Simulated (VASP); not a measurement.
**C: single point with r2SCAN**

The system is C.

```xyz
2
Lattice="0.0000 1.7834 1.7834 1.7834 0.0000 1.7834 1.7834 1.7834 0.0000" Properties=species:S:1:pos:R:3 pbc="T T T"
C     2.6751    2.6751    2.6751
C     1.7834    1.7834    1.7834
```

```yaml
Program: VASP 6.6.1
Task: single point
Functional: r2SCAN
Potentials_or_basis: VASP PAW PBE potentials, release 64 (C_h)
Cutoff: 1430 eV
k_mesh: 11 × 11 × 11
Occupations: gaussian, width 0.05 eV
Spin: no spin polarisation
Dipole_correction: no
Further_INCAR_settings: ALGO = Normal; EDIFF = 1e-06; NBANDS = 11
```

```yaml
Pressure: -3.0 GPa
Band_gap_on_the_k_mesh: 4.35 eV (least direct gap 5.88 eV)
```

Levels at points of the mesh, in eV from the valence-band top:
| k point | band 1 | band 2 | band 3 | band 4 | band 5 | band 6 | band 7 | band 8 |
| --- | --- | --- | --- | --- | --- | --- | --- | --- |
| (0.00, 0.00, 0.00) | -22.67 | 0.00 | 0.00 | 0.00 | 5.88 | 5.88 | 5.88 | 13.85 |

Wall time 43 s on 1 thread of Intel(R) Xeon(R) Platinum 8488C (Sapphire Rapids) (shared host), peak memory 0.18 GiB.

Caveat: the cell stands under tension; the PAW data sets were made with another functional, which shifts forces and pressure a little; an odd mesh through Γ misses points on the zone boundary, where band edges can lie. r2SCAN opens gaps a little over a GGA but as a rule still falls short of measured ones.
